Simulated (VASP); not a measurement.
# CdF2: single point with PBE-based screened hybrid with 5 % exact exchange

The system is CdF2.

```
CELL_PARAMETERS angstrom
0.00000 2.69418 2.69418
2.69418 0.00000 2.69418
2.69418 2.69418 0.00000
ATOMIC_POSITIONS crystal
Cd 0.00000 0.00000 0.00000
F 0.25000 0.25000 0.25000
F 0.75000 0.75000 0.75000
```

```yaml
Program: VASP 6.6.1
Task: single point
Functional: PBE-based screened hybrid with 5 % exact exchange
Potentials_or_basis: VASP PAW PBE potentials, release 64 (Cd, F)
Cutoff: 520 eV
k_mesh: 4 × 4 × 4
Occupations: gaussian, width 0.01 eV
Spin: no spin polarisation
Dipole_correction: no
Grid_for_exact_exchange_PRECFOCK: Normal
Share_of_exact_exchange: 0.05
Further_INCAR_settings: ALGO = Normal; EDIFF = 1e-07; NBANDS = 20
Screening_parameter: 0.1 1/Å
```

| Property | Result |
| --- | --- |
| Pressure | 5.4 GPa |
| Band gap on the k mesh | 3.55 eV (least direct gap 4.06 eV) |

Levels at points of the mesh, in eV from the valence-band top:
```tsv
k point	band 10	band 11	band 12	band 13	band 14	band 15	band 16	band 17
(0.00, 0.00, 0.00)	-0.98	-0.52	-0.52	-0.52	3.55	13.23	13.23	13.23
(0.50, 0.00, 0.00)	-1.86	-1.86	-0.41	-0.41	7.71	9.65	15.07	15.07
(0.50, 0.50, 0.00)	-2.99	-0.50	-0.09	-0.09	8.56	10.17	12.39	14.86
```

Run time: 8.4 min on 1 thread of Intel(R) Xeon(R) Platinum 8375C CPU @ 2.90GHz (Ice Lake) (shared host), peak memory 0.27 GiB.

Caveat: the k points lie up to 0.50 Å⁻¹ apart; the PAW data sets were made with another functional, which shifts forces and pressure a little. A k mesh can miss the band edges.
